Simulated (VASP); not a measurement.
# Zn4C (P-43m) in VASP: further runs, part 2 of 2

VASP 6.6.1.

### Step 5. Single point, PBE

This run uses another cell than the first one, of 14.74 Å³/atom, 0.995 times its volume.

The input, INCAR:

```
SYSTEM = Zn4C
PREC     = Accurate       ! precision mode
ENCUT    = 520            ! plane-wave cutoff, eV
EDIFF    = 1E-6           ! SCF threshold, eV
ISMEAR   = 0              ! smearing method
SIGMA    = 0.1            ! smearing width, eV
LREAL    = .FALSE.        ! projectors in reciprocal space
LASPH    = .TRUE.         ! aspherical terms in the spheres
NELM     = 80             ! most SCF steps
ALGO     = Normal         ! electronic algorithm
ISIF     = 2              ! what is computed and relaxed
LWAVE    = .FALSE.        ! write WAVECAR
LCHARG   = .FALSE.        ! write CHGCAR
GGA      = PE             ! functional
NBANDS   = 34             ! bands
```

The input, KPOINTS:

```
Automatic mesh
0
G
  10 10 10
  0 0 0
```

The input, POSCAR:

```
Zn4C
1.0
    4.1923113824      0.0000000000      0.0000000000
    0.0000000000      4.1923113824      0.0000000000
    0.0000000000      0.0000000000      4.1923113824
Zn C
4 1
Direct
    0.2751551287      0.7248448713      0.7248448713
    0.7248448713      0.2751551287      0.7248448713
    0.7248448713      0.7248448713      0.2751551287
    0.2751551287      0.2751551287      0.2751551287
    0.0000000000      0.0000000000      0.0000000000
```

Launch:

```console
> cat potpaw_PBE.64/Zn/POTCAR potpaw_PBE.64/C/POTCAR > POTCAR
> mpirun -np 1 vasp_std > vasp.out
```

It took 57 s on 1 thread of AMD EPYC 9R45 (Zen 5), shared host; peak memory 0.21 GiB.

The run converged. Its results:

* Free energy: -10.7465 eV
* Pressure: 0.4 GPa
* Largest force: 0.023 eV/Å
* Band gap on the k mesh: zero (band 26 reaches 3.98 eV, above the bottom of band 27 at 0.21 eV)

Forces in eV/Å, atoms in the order of the input:
```
Zn   0.013 -0.013 -0.013
Zn  -0.013  0.013 -0.013
Zn  -0.013 -0.013  0.013
Zn   0.013  0.013  0.013
C    0.000  0.000  0.000
```

Levels at points of the mesh, in eV from the Fermi level:
| k point | band 23 | band 24 | band 25 | band 26 | band 27 | band 28 | band 29 | band 30 |
| --- | --- | --- | --- | --- | --- | --- | --- | --- |
| (0.00, 0.00, 0.00) | -2.06 | -2.06 | -2.06 | -0.60 | -0.60 | 3.36 | 3.36 | 3.36 |
| (0.50, 0.00, 0.00) | -2.15 | -1.81 | -1.81 | -1.60 | 1.60 | 2.62 | 2.62 | 2.64 |
| (0.50, 0.50, 0.00) | -5.26 | -5.08 | -1.45 | 1.31 | 1.31 | 1.55 | 3.51 | 4.13 |
| (0.50, 0.50, 0.50) | -3.80 | -3.80 | -3.25 | -2.46 | -2.46 | -2.46 | 5.34 | 5.34 |

### Step 6. Relaxation of cell and atoms, PBE

The input, INCAR:

```
SYSTEM = Zn4C
ALGO = Normal
EDIFF = 1E-6
EDIFFG = -0.01
ENCUT = 600
GGA = PE
IBRION = 2
ISIF = 3
ISMEAR = 0
LASPH = .TRUE.
LCHARG = .FALSE.
LREAL = .FALSE.
LWAVE = .FALSE.
NELM = 100
NSW = 100
PREC = Accurate
SIGMA = 0.1
```

The input, KPOINTS:

```
k-points
0
G
  10 10 10
  0 0 0
```

The input, POSCAR:

```
Zn4C
1.0
    4.1997048894      0.0000000000      0.0000000000
    0.0000000000      4.1997048894      0.0000000000
    0.0000000000      0.0000000000      4.1997048894
Zn C
4 1
Direct
    0.2754175021      0.7245824979      0.7245824979
    0.7245824979      0.2754175021      0.7245824979
    0.7245824979      0.7245824979      0.2754175021
    0.2754175021      0.2754175021      0.2754175021
    0.0000000000      0.0000000000      0.0000000000
```

Potentials or basis: VASP PAW PBE potentials, release 64 (Zn, C).

Launch:

```console
> cat potpaw_PBE.64/Zn/POTCAR potpaw_PBE.64/C/POTCAR > POTCAR
> mpirun -np 1 vasp_std > vasp.out
```

OUTCAR:

```text
SYSTEM = Zn4C
   EDIFF = 1E-6
   EDIFFG = -0.01
   ENCUT = 600
   GGA = PE
   IBRION = 2
   ISIF = 3
   ISMEAR = 0
   LASPH = .TRUE.
   LREAL = .FALSE.
   NELM = 100
   NSW = 100
   PREC = Accurate

 ion  position               nearest neighbor table
   1  0.275  0.725  0.725-   5 2.00   3 2.67   4 2.67   2 2.67   2 2.98   4 2.98   3 2.98   4 2.98
                             2 2.98   3 2.98
   2  0.725  0.275  0.725-   5 2.00   3 2.67   4 2.67   1 2.67   1 2.98   4 2.98   3 2.98   4 2.98
                             1 2.98   3 2.98
   3  0.725  0.725  0.275-   5 2.00   2 2.67   4 2.67   1 2.67   1 2.98   4 2.98   2 2.98   4 2.98
                             1 2.98   2 2.98
   4  0.275  0.275  0.275-   5 2.00   2 2.67   3 2.67   1 2.67   1 2.98   2 2.98   1 2.98   3 2.98
                             2 2.98   3 2.98
   5  0.000  0.000  0.000-   1 2.00   2 2.00   3 2.00   4 2.00

  LATTYP: Found a simple cubic cell.
 ALAT       =     4.1997048894

  Lattice vectors:

 A1 = (   4.1997048894,   0.0000000000,   0.0000000000)
 A2 = (   0.0000000000,   4.1997048894,   0.0000000000)
 A3 = (   0.0000000000,   0.0000000000,   4.1997048894)

Analysis of symmetry for initial positions (statically):
[... 226 lines left out ...]
  free energy    TOTEN  =       -10.74664175 eV

  energy without entropy =      -10.73631307  energy(sigma->0) =      -10.74147741

 E-fermi :   2.6428     XC(G=0): -11.1205

 val. band max:        2.6179069998   @ k =   0.2000   0.1000   0.0000
 cond. band min:       2.6561037814   @ k =   0.5000   0.4000   0.3000
 fundamental gap:      0.0381967817
 Fermi energy:         2.6428490388

 k-point     1 :       0.0000    0.0000    0.0000
  band No.  band energies     occupation
      1      -9.3386      2.00000
      2      -5.3582      2.00000
      3      -5.3582      2.00000
      4      -5.3582      2.00000
      5      -5.3538      2.00000
      6      -5.1293      2.00000
[... 805 lines left out ...]
     30       7.4474      0.00000
     31       7.5145      0.00000

 [... further k-points ...]
[... 5 lines left out ...]
  --------------------------------------------------------------------------------------
  -------------------------------------------------------------------------------------
  Total        0.0113012      0.0113012      0.0113012      0.0000000      0.0000000     -0.0000000
  in kB        0.2448557      0.2448557      0.2448557      0.0000000      0.0000000     -0.0000000
  external PRESSURE =       0.2448557 kB  Pullay stress =       0.0000000 kB

 VOLUME and BASIS-vectors are now :
 -----------------------------------------------------------------------------
  energy-cutoff  :      600.00
  volume of cell :       73.95
      direct lattice vectors                 reciprocal lattice vectors
     4.197343282  0.000000000  0.000000000     0.238245941  0.000000000 -0.000000000
     0.000000000  4.197343282  0.000000000    -0.000000000  0.238245941 -0.000000000
     0.000000000  0.000000000  4.197343282    -0.000000000  0.000000000  0.238245941

 POSITION                                       TOTAL-FORCE (eV/Angst)
 -----------------------------------------------------------------------------------
      1.15534      3.04200      3.04200        -0.000468      0.000468      0.000468
      3.04200      1.15534      3.04200         0.000468     -0.000468      0.000468
      3.04200      3.04200      1.15534         0.000468      0.000468     -0.000468
      1.15534      1.15534      1.15534        -0.000468     -0.000468     -0.000468
      0.00000      4.19734      0.00000         0.000000      0.000000     -0.000000
 -----------------------------------------------------------------------------------
    total drift:                                0.000000      0.000000      0.000000

  FREE ENERGIE OF THE ION-ELECTRON SYSTEM (eV)
  ---------------------------------------------------
  free  energy   TOTEN  =       -10.7466417531 eV

  energy  without entropy=      -10.7363130653  energy(sigma->0) =      -10.74147741

 reached required accuracy - stopping structural energy minimisation
```

OSZICAR:

```text
N       E                     dE             d eps       ncg     rms          rms(c)
DAV:   1     0.340142083033E+03    0.34014E+03   -0.28336E+04  3472   0.278E+03
DAV:   2     0.145371622650E+02   -0.32560E+03   -0.31796E+03  3514   0.470E+02
DAV:   3    -0.130453908359E+02   -0.27583E+02   -0.27126E+02  4032   0.135E+02
[... 13 lines left out ...]
DAV:   1    -0.107485243142E+02   -0.19739E-02   -0.51392E-02  3871   0.275E+00    0.327E-01
DAV:   2    -0.107468577115E+02    0.16666E-02   -0.10513E-02  3864   0.169E+00    0.113E-01
DAV:   3    -0.107467105793E+02    0.14713E-03   -0.30572E-04  3906   0.196E-01    0.594E-02
DAV:   4    -0.107466422023E+02    0.68377E-04   -0.20611E-05  4744   0.619E-02    0.671E-03
DAV:   5    -0.107466417531E+02    0.44919E-06   -0.42894E-06  3351   0.164E-02
   2 F= -.10746642E+02 E0= -.10741477E+02  d E =-.919654E-04
```

CONTCAR:

```text
Zn4C
   1.00000000000000
     4.1973432820470062    0.0000000000000000    0.0000000000000000
     0.0000000000000000    4.1973432820470062    0.0000000000000000
     0.0000000000000000    0.0000000000000000    4.1973432820470062
  Zn              C
     4     1
Direct
     0.2752552235276886    0.7247447764723114    0.7247447764723114
     0.7247447764723114    0.2752552235276886    0.7247447764723114
     0.7247447764723114    0.7247447764723114    0.2752552235276886
     0.2752552235276886    0.2752552235276886    0.2752552235276886
     0.0000000000000000    1.0000000000000000    0.0000000000000000

  0.00000000E+00  0.00000000E+00  0.00000000E+00
  0.00000000E+00  0.00000000E+00  0.00000000E+00
  0.00000000E+00  0.00000000E+00  0.00000000E+00
  0.00000000E+00  0.00000000E+00  0.00000000E+00
  0.00000000E+00  0.00000000E+00  0.00000000E+00
```

It took 1.9 min on 1 thread of AMD EPYC 9R45 (Zen 5), shared host; peak memory 0.26 GiB.

What came out:

- Free energy: -10.7466 eV
- Relaxed volume: 14.79 Å³/atom
- Relaxed cell: a = 4.197 Å, b = 4.197 Å, c = 4.197 Å, α = 90.00°, β = 90.00°, γ = 90.00°
- Space group after relaxing (to 0.05 Å): P-43m (No. 215)
- Energy gained by relaxing: 0.0 meV/atom
- Ionic steps: 2
- Pressure after relaxing: 0.0 GPa
- Band gap on the k mesh: zero (band 26 reaches 3.95 eV, above the bottom of band 27 at 0.19 eV)

Final structure:
```
Zn C
1.0
     4.19734    0.00000    0.00000
     0.00000    4.19734    0.00000
     0.00000    0.00000    4.19734
Zn C
4 1
Direct
  0.27526 0.72474 0.72474
  0.72474 0.27526 0.72474
  0.72474 0.72474 0.27526
  0.27526 0.27526 0.27526
  0.00000 0.00000 0.00000
```

### Step 7. Overview

```tsv
task	cell	k mesh	cutoff (eV)	gap on the mesh (eV)	pressure (GPa)	relaxed volume (Å³/atom)	largest force (eV/Å)
single point	a = 4.200 Å, 5 atoms	4 × 4 × 4	520	none	0.3	-	0.03
single point	a = 4.443 Å, 5 atoms	4 × 4 × 4	520	none	1.4	-	2.24
relaxation of cell and atoms	relaxed from a = 4.443 Å, 5 atoms	4 × 4 × 4	600	none	-0.4	14.94	0.02
single point	a = 4.192 Å, 5 atoms	10 × 10 × 10	520	none	0.4	-	0.02
relaxation of cell and atoms	relaxed from a = 4.200 Å, 5 atoms	10 × 10 × 10	600	none	0.0	14.79	-
```

Alike in all rows: level PBE; potentials or basis VASP PAW PBE potentials, release 64 (Zn, C); no spin polarisation; smearing gaussian 0.1 eV.

Caveats: some runs use coarse meshes; forces of over 1 eV/Å act on the atoms, so gaps and moduli don't describe the material at rest (some runs).

Total energies depend on the potentials used, so only differences within one code and one set of settings carry meaning.
